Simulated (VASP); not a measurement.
Here is a VASP 6.6.1 calculation.

File POSCAR:

```
MgO
1.0
    0.0000000000      2.1085000000      2.1085000000
    2.1085000000      0.0000000000      2.1085000000
    2.1085000000      2.1085000000      0.0000000000
Mg O
1 1
Direct
    0.0000000000      0.0000000000      0.0000000000
    0.5000000000      0.5000000000      0.5000000000
```

The input INCAR.step1:

```
  ALGO = Normal
  EDIFF = 1E-5
  ENCUT = 660
  GGA = PE
  GGA_COMPAT = False
  ISMEAR = 0
  LASPH = True
  LCHARG = False
  LREAL = False
  LWAVE = True
  NBANDS = 11
  NELM = 120
  PREC = Accurate
  SIGMA = 0.01
```

File INCAR.step2:

```
  ALGO = Normal
  EDIFF = 1E-6
  ENCUT = 660
  GGA_COMPAT = False
  ISIF = 2
  ISMEAR = 0
  ISTART = 1
  LASPH = True
  LCHARG = False
  LMIXTAU = True
  LREAL = False
  LWAVE = False
  METAGGA = R2SCAN
  NBANDS = 11
  NELM = 120
  PREC = Accurate
  SIGMA = 0.01
```

File KPOINTS:

```
k-points
0
Gamma
  9 9 9
```

Potentials or basis: VASP PAW PBE potentials, release 64 (Mg, O).

Command:

```console
$ cat potpaw_PBE.64/Mg/POTCAR potpaw_PBE.64/O/POTCAR > POTCAR
$ cp INCAR.step1 INCAR
$ mpirun -np 1 vasp_std > vasp.out
$ cp INCAR.step2 INCAR
$ mpirun -np 1 vasp_std > vasp.out
```

Question: What does it give for the band gap on the k mesh?

Answer: 5.57 eV, direct.

Question: Estimate the pressure.

Answer: -2.9 GPa.

Caveat: the PAW data sets were made with another functional, which shifts forces and pressure a little.

**Measured values to compare with.**

“Electronic structure of alkaline earth and post-transition metal oxides”, 2009, arxiv:0908.1581 quotes, for a bulk crystal of MgO: band gap 7.83 eV.

Against the measured gap of MgO, 7.83 eV (quoted in “Electronic structure of alkaline earth and post-transition metal oxides”, 2009, arxiv:0908.1581), the calculated 5.57 eV is off by -2.26 eV. The value is that of r2SCAN, without temperature or zero-point motion.
